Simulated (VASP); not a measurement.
Runs of VASP 6.6.1 on PPb2. The structure is that of space group Fm-3m (No. 225), or close to it. The cells are those of the table. 

```tsv
task	cell	k mesh	cutoff (eV)	gap on the mesh (eV)	pressure (GPa)	relaxed volume (Å³/atom)
relaxation of cell and atoms	relaxed from a = 4.781 Å, angles 60.0°, 3 atoms	4 × 4 × 4	600	none	0.0	30.02
single point	a = 4.781 Å, angles 60.0°, 3 atoms	6 × 6 × 6	520	none	(a)	-
single point	a = 5.038 Å, angles 60.0°, 3 atoms	12 × 12 × 12	520	none	(b)	-
single point	a = 5.029 Å, angles 60.0°, 3 atoms	4 × 4 × 4	520	none	0.1	-
relaxation of cell and atoms	relaxed from a = 5.029 Å, angles 60.0°, 3 atoms	12 × 12 × 12	600	none	0.0	30.13
```

Alike in all rows: level PBE; potentials or basis VASP PAW PBE potentials, release 64 (P, Pb_d); no spin polarisation; smearing gaussian 0.1 eV.

**Question.** Estimate the missing entries.

**Answer.** (a) 8.5; (b) -0.1.

Caveats: some runs use coarse meshes; spin-orbit coupling is left out, which moves the levels of the heavy elements; the volume moved by over 15 % at a fixed basis, so the end points are rough (at least some runs); the cell stands under pressure (at least some runs).

A k mesh can miss the band edges, and the runs leave out spin-orbit coupling on Pb.

A gap of «none» marks levels without a gap at the run's occupations.
